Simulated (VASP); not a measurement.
# LiTlS2: single point with PBE

LiTlS2:

```xyz
4
Lattice="4.1892 0.0000 0.0000 0.0000 4.1892 0.0000 0.0000 0.0000 5.8694" Properties=species:S:1:pos:R:3 pbc="T T T"
Li    0.0000    0.0000    0.0000
S     0.0000    2.0946    1.3476
S     2.0946    0.0000    4.5218
Tl    2.0946    2.0946    2.9347
```

This cell differs from its parent crystal: volume changed by +6%.

```json
{"Program": "VASP 6.6.1", "Task": "single point", "Functional": "PBE", "Potentials or basis": "VASP PAW PBE potentials, release 64 (Li_sv, S, Tl_d)", "Cutoff": "520 eV", "k mesh": "6 × 6 × 4", "Occupations": "gaussian, width 0.01 eV", "Spin": "no spin polarisation"}
```

The largest force is 0.229 eV/Å. The band gap on the k mesh is 0.72 eV, direct.

Forces in eV/Å, atoms in the order of the input:
```
Li   0.000  0.000  0.000
S    0.000  0.000  0.229
S    0.000  0.000 -0.229
Tl   0.000  0.000  0.000
```

Levels at points of the mesh, in eV from the valence-band top:
```tsv
k point	band 11	band 12	band 13	band 14	band 15	band 16	band 17	band 18
(0.00, 0.00, 0.00)	-1.46	-0.19	0.00	0.00	0.72	3.79	5.83	6.37
(0.50, 0.00, 0.00)	-1.77	-1.39	-0.85	-0.37	2.28	5.67	5.80	6.90
(0.50, 0.50, 0.00)	-1.65	-1.47	-1.47	-0.90	1.96	3.80	3.80	7.17
(0.00, 0.00, 0.50)	-1.04	-1.04	-0.56	-0.56	2.09	3.88	5.62	7.11
(0.50, 0.00, 0.50)	-0.79	-0.73	-0.44	-0.36	1.12	5.32	6.21	6.52
(0.50, 0.50, 0.50)	-1.75	-1.75	-1.41	-1.22	3.04	5.47	5.47	7.59
```

Wall time 34 s on 1 thread of AMD EPYC 9R45 96-Core Processor (Zen 5) (shared host), peak memory 0.22 GiB.

Caveat: spin-orbit coupling is left out, which moves the levels of the heavy elements. A k mesh can miss the band edges.
